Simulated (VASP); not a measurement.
Here is a VASP 6.6.1 calculation.

File POSCAR:

```
VW3
1.0
    0.0000000000      3.1041454083      3.1041454083
    3.1041454083      0.0000000000      3.1041454083
    3.1041454083      3.1041454083      0.0000000000
V W
1 3
Direct
    0.0000000000      0.0000000000      0.0000000000
    0.2500000000      0.2500000000      0.2500000000
    0.7500000000      0.7500000000      0.7500000000
    0.5000000000      0.5000000000      0.5000000000
```

The input INCAR.step1:

```
PREC = Accurate
ENCUT = 520
ISMEAR = -1
SIGMA = 0.1
LREAL = False
LASPH = True
NELM = 150
ISPIN = 2
MAGMOM = 2 0 0 0
LMAXMIX = 4
NBANDS = 40
GGA = PE
ALGO = Normal
EDIFF = 1E-4
LWAVE = True
LCHARG = False
```

The input INCAR.step2:

```
PREC = Accurate
ENCUT = 520
EDIFF = 1E-6
ISMEAR = -1
SIGMA = 0.1
LREAL = False
LASPH = True
NELM = 150
ALGO = Normal
ISIF = 2
LWAVE = False
LCHARG = False
ISPIN = 2
MAGMOM = 2 0 0 0
LORBIT = 11
LMAXMIX = 4
METAGGA = R2SCAN
LMIXTAU = True
NBANDS = 40
ISTART = 1
```

Contents of KPOINTS:

```
regular mesh
0
Gamma
  7 7 7
```

Potentials or basis: VASP PAW PBE potentials, release 64 (V_sv, W_sv).

Launch:

```sh
$ cat potpaw_PBE.64/V_sv/POTCAR potpaw_PBE.64/W_sv/POTCAR > POTCAR
$ cp INCAR.step1 INCAR
$ mpirun -np 1 vasp_std > vasp.out
$ cp INCAR.step2 INCAR
$ mpirun -np 1 vasp_std > vasp.out
```

(1) What does it give for the pressure?

(2) Estimate the net moment.

## Answers

(1) 6.6 GPa.

(2) 0.00 μB per cell.

Caveat: the cell stands under pressure; the moments typed at the start vanished in this run; the PAW data sets were made with another functional, which shifts forces and pressure a little.
